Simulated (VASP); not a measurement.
Set up this calculation in VASP 6.6.1, as the native input.

```
Task                   : single point
Functional             : PBE
Dispersion             : D3(BJ)
Potentials or basis    : VASP PAW PBE potentials, release 64 (Li_sv, O)
Cutoff                 : 520 eV
k mesh                 : 3 × 3 × 1
Occupations            : gaussian, width 0.05 eV
Spin                   : no spin polarisation
Dipole correction      : yes
Further INCAR settings : LREAL = Auto; ALGO = Normal; EDIFF = 1e-06; NBANDS = 96
```

The structure of Li2O lies in POSCAR:

```
Li2O
1.0
    6.3987489444      0.0000000000      0.0000000000
   -3.1993744722      5.5414791383      0.0000000000
    0.0000000000      0.0000000000     22.5306957942
Li O
24 12
Direct
    0.5000000000      0.5000000000      0.3550711471
    0.5000000000      0.0000000000      0.3550711471
    0.0000000000      0.5000000000      0.3550711471
    0.0000000000      0.0000000000      0.3550711471
    0.6666666667      0.3333333333      0.4130426882
    0.6666666667      0.8333333333      0.4130426882
    0.1666666667      0.3333333333      0.4130426882
    0.1666666667      0.8333333333      0.4130426882
    0.8333333333      0.6666666667      0.4710142294
    0.8333333333      0.1666666667      0.4710142294
    0.3333333333      0.6666666667      0.4710142294
    0.3333333333      0.1666666667      0.4710142294
    0.0000000000      0.5000000000      0.5296533885
    0.0000000000      0.0000000000      0.5296533885
    0.5000000000      0.5000000000      0.5296533885
    0.5000000000      0.0000000000      0.5296533885
    0.1666666667      0.8333333333      0.5877145041
    0.1666666667      0.3333333333      0.5877145041
    0.6666666667      0.8333333333      0.5877145041
    0.6666666667      0.3333333333      0.5877145041
    0.3333333333      0.6666666667      0.6453021766
    0.3333333333      0.1666666667      0.6453021766
    0.8333333333      0.6666666667      0.6453021766
    0.8333333333      0.1666666667      0.6453021766
    0.3333333333      0.1666666667      0.3840569177
    0.3333333333      0.6666666667      0.3840569177
    0.8333333333      0.1666666667      0.3840569177
    0.8333333333      0.6666666667      0.3840569177
    0.6666666667      0.3333333333      0.5003735960
    0.6666666667      0.8333333333      0.5003735960
    0.1666666667      0.3333333333      0.5003735960
    0.1666666667      0.8333333333      0.5003735960
    0.0000000000      0.5000000000      0.6178459229
    0.0000000000      0.0000000000      0.6178459229
    0.5000000000      0.5000000000      0.6178459229
    0.5000000000      0.0000000000      0.6178459229
```

The input as run:

INCAR

```
SYSTEM = Li2O
  PREC = Accurate
  ENCUT = 520
  EDIFF = 1E-6
  ISMEAR = 0
  SIGMA = 0.05
  LREAL = Auto
  LASPH = .True.
  NELM = 100
  ALGO = Normal
  ISIF = 2
  LWAVE = .False.
  LCHARG = .False.
  LDIPOL = .True.
  IDIPOL = 3
  DIPOL = 0.5 0.5 0.500
  GGA = PE
  IVDW = 12
  NBANDS = 96
```

KPOINTS

```
Automatic mesh
0
Gamma
  3 3 1
  0 0 0
```

Potentials or basis: VASP PAW PBE potentials, release 64 (Li_sv, O).

Run with:

```bash
$ cat potpaw_PBE.64/Li_sv/POTCAR potpaw_PBE.64/O/POTCAR > POTCAR
$ mpirun -np 1 vasp_std > vasp.out
```

It gave:

- Largest force: 0.338 eV/Å
- Band gap on the k mesh: 2.66 eV
- Dispersion energy per atom: -0.205 eV

It took 15 min on 1 thread of Intel(R) Xeon(R) Platinum 8259CL CPU @ 2.50GHz (Skylake/Cascade Lake) (shared host), peak memory 0.82 GiB.
